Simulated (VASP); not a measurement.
Here is a VASP 6.6.1 calculation.

The input INCAR:

```
PREC = Accurate
ENCUT = 520
EDIFF = 1E-7
ISMEAR = 0
SIGMA = 0.02
LREAL = False
LASPH = True
NELM = 60
ALGO = Normal
ISIF = 2
LWAVE = False
LCHARG = False
GGA = PS
NBANDS = 16
```

The input KPOINTS:

```
regular mesh
0
Gamma
  6 6 6
```

The input POSCAR:

```
ZnS
1.0
    0.0000000000      2.7200133333      2.6663304241
    2.7200133333      0.0000000000      2.6663304241
    2.7200133333      2.7200133333      0.0000000000
Zn S
1 1
Direct
    0.2500000000      0.2500000000      0.2500000000
    0.0000000000      0.0000000000      0.0000000000
```

Potentials or basis: VASP PAW PBE potentials, release 64 (Zn, S).

The run is started by

```bash
$ cat potpaw_PBE.64/Zn/POTCAR potpaw_PBE.64/S/POTCAR > POTCAR
$ mpirun -np 1 vasp_std > vasp.out
```

Task: Predict the pressure.

Result: -1.8 GPa.

Task: Estimate the band gap on the k mesh.

Result: 1.93 eV, direct.

Stress tensor (GPa, compression positive):
```
-2.04  0.00  0.00
 0.00 -2.04  0.00
 0.00  0.00 -1.21
```

Caveat: the PAW data sets were made with another functional, which shifts forces and pressure a little. A hybrid or GW would open this gap; PBEsol tends to underestimate it.
